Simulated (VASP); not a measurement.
A run of VASP 6.6.1:

The input INCAR:

```
PREC = Accurate
ENCUT = 520
EDIFF = 1E-6
ISMEAR = 0
SIGMA = 0.01
LREAL = False
LASPH = True
NELM = 100
ALGO = Normal
ISIF = 2
LWAVE = False
LCHARG = False
GGA = PE
NBANDS = 15
```

File KPOINTS:

```
Automatic mesh
0
Gamma
  4 4 4
```

File POSCAR:

```
KBr
1.0
    0.0000000000      3.3022478179      3.3022478179
    3.3022478179      0.0000000000      3.3022478179
    3.3022478179      3.3022478179      0.0000000000
K Br
1 1
Direct
    0.0000000000      0.0000000000      0.0000000000
    0.5000000000      0.5000000000      0.5000000000
```

Potentials or basis: VASP PAW PBE potentials, release 64 (K_sv, Br).

Run with:

```console
$ cat potpaw_PBE.64/K_sv/POTCAR potpaw_PBE.64/Br/POTCAR > POTCAR
$ mpirun -np 1 vasp_std > vasp.out
```

Hardware: 1 thread of AMD EPYC 7R13, with other jobs on the host.

Task: How long does it take, and how much memory?

Result: Run time: 13 s on 1 thread of AMD EPYC 7R13, with other jobs on the host, peak memory 0.2 GiB. Counts: scf iterations 13, k points 8.
